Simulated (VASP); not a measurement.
Runs of VASP 6.6.1 on KI. The structure is that of space group Fm-3m (No. 225), or close to it. The cells are those of the table. 

```tsv
task	cell	gap on the mesh (eV)	pressure (GPa)
single point	a = 4.825 Å, angles 60.0°, 2 atoms	3.87	0.0
relaxation of the atoms	atoms relaxed from a = 4.837 Å, angles 59.7°, 2 atoms	3.87	0.0
single point	a = 4.837, b = 4.837, c = 4.825 Å, angles 60.1, 60.1, 59.8°, 2 atoms	3.86	-0.1
relaxation of the atoms	atoms relaxed from a = 4.813 Å, angles 60.3°, 2 atoms	3.86	0.0
single point	a = 4.813, b = 4.813, c = 4.825 Å, angles 59.9, 59.9, 60.2°, 2 atoms	(a)	0.1
```

Alike in all rows: level LDA; potentials or basis VASP PAW LDA potentials, release 64 (K_sv, I); no spin polarisation; k mesh 6 × 6 × 6; cutoff (eV) 520; smearing gaussian 0.01 eV.

Q: Fill in the values left out.

A: (a) 3.88.

Caveats: spin-orbit coupling is left out, which moves the levels of the heavy elements; the relaxation stopped at its first step, so nothing moved (some runs).

A k mesh can miss the band edges, and the runs leave out spin-orbit coupling on I.
